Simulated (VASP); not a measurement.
Input of a VASP 6.6.1 run:

The input POSCAR:

```
GaAs
1.0
    0.0000000000      2.8350000000      2.8350000000
    2.8350000000      0.0000000000      2.8350000000
    2.8350000000      2.8350000000      0.0000000000
Ga As
1 1
Direct
    0.0000000000      0.0000000000      0.0000000000
    0.2500000000      0.2500000000      0.2500000000
```

Contents of INCAR.step1:

```
PREC     = Accurate       # precision mode
ENCUT    = 550            # plane-wave cutoff, eV
ISMEAR   = 0              # smearing method
SIGMA    = 0.1            # smearing width, eV
LREAL    = False          # projectors in reciprocal space
LASPH    = True           # aspherical terms in the spheres
NELM     = 120            # most SCF steps
NBANDS   = 16             # bands
GGA      = PE             # functional
ALGO     = Normal         # electronic algorithm
EDIFF    = 1E-5           # SCF threshold, eV
LWAVE    = True           # write WAVECAR
LCHARG   = False          # write CHGCAR
GGA_COMPAT= False
```

Contents of INCAR.step2:

```
PREC     = Accurate       # precision mode
ENCUT    = 550            # plane-wave cutoff, eV
EDIFF    = 1E-6           # SCF threshold, eV
ISMEAR   = 0              # smearing method
SIGMA    = 0.1            # smearing width, eV
LREAL    = False          # projectors in reciprocal space
LASPH    = True           # aspherical terms in the spheres
NELM     = 120            # most SCF steps
ALGO     = Normal         # electronic algorithm
ISIF     = 2              # what is computed and relaxed
LWAVE    = False          # write WAVECAR
LCHARG   = False          # write CHGCAR
METAGGA  = R2SCAN         # meta-GGA
LMIXTAU  = True         
NBANDS   = 16             # bands
ISTART   = 1            
GGA_COMPAT= False
```

File KPOINTS:

```
regular mesh
0
Gamma
  6 6 6
```

Potentials or basis: VASP PAW PBE potentials, release 64 (Ga_d, As).

The run is started by

```bash
$ cat potpaw_PBE.64/Ga_d/POTCAR potpaw_PBE.64/As/POTCAR > POTCAR
$ cp INCAR.step1 INCAR
$ mpirun -np 1 vasp_std > vasp.out
$ cp INCAR.step2 INCAR
$ mpirun -np 1 vasp_std > vasp.out
```

**Question.** What does it give for the band gap on the k mesh?

**Answer.** 0.93 eV.

**Question.** Predict the pressure.

**Answer.** 0.0 GPa.

Caveat: the PAW data sets were made with another functional, which shifts forces and pressure a little. A k mesh can miss the band edges.
